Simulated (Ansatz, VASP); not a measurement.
**One calculation of PbO, two programs**

```
Pb O
1.0
     4.28073    0.00000    0.00000
    -2.14036    3.70722    0.00000
     0.00000    0.00000    5.97043
Pb O
2 2
Direct
  0.33333 0.66667 0.98581
  0.66667 0.33333 0.48581
  0.33333 0.66667 0.38919
  0.66667 0.33333 0.88919
```

Alike in both runs: task single point; functional PBE; k mesh 6 × 6 × 4; no spin polarisation.

|  | VASP | Ansatz |
| --- | --- | --- |
| version | VASP 6.6.1 | Ansatz 0.2.0 |
| potentials or method | VASP PAW PBE potentials, release 64 (Pb_d, O) | plane waves, PAW |
| plane-wave cutoff (eV) | 520 | 420 |
| occupations | gaussian, width 0.01 eV | fixed |
| valence electrons in the cell | 40 | 40 |

VASP gave:

| Item | Value |
| --- | --- |
| gap on the k mesh at the Fermi level (eV) | 2.02 |
| pressure (GPa) | -3.4 |
| traceless stress, the component that is largest in VASP (GPa) | -0.07 |
| rms of the force components (eV/Å) | 0.069 |

Question: What did Ansatz give for the same quantities?

Answer: gap on the k mesh at the Fermi level (eV): 2.01; pressure (GPa): -3.3; traceless stress, the component that is largest in VASP (GPa): -0.10; rms of the force components (eV/Å): 0.075.

Atom by atom the forces differ by 0.005 eV/Å (rms over components).

Neither program's run includes spin-orbit coupling.
